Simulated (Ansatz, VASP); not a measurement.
Two plane-wave programs on InP

```
In P
1.0
     4.39311    0.00000    0.00000
    -2.19655    3.80454    0.00000
     0.00000    0.00000    5.97350
In P
2 2
Direct
  0.33333 0.66667 0.25000
  0.66667 0.33333 0.75000
  0.66667 0.33333 0.25000
  0.33333 0.66667 0.75000
```

Alike in both runs: task single point; functional PBE; k mesh 6 × 6 × 4; occupations fermi-dirac, width 0.02 eV; no spin polarisation.

|  | VASP | Ansatz |
| --- | --- | --- |
| version | VASP 6.6.1 | Ansatz 0.2.0 |
| potentials or method | VASP PAW PBE potentials, release 64 (In_d, P) | plane waves, PAW |
| plane-wave cutoff (eV) | 520 | 420 |
| valence electrons in the cell | 36 | 36 |

VASP gave:

```
pressure (GPa)                                                : 1.6
traceless stress, the component that is largest in VASP (GPa) : -0.75
```

Question: Which values does Ansatz return?

Answer: Pressure (GPa): 1.7; traceless stress, the component that is largest in VASP (GPa): -0.78.
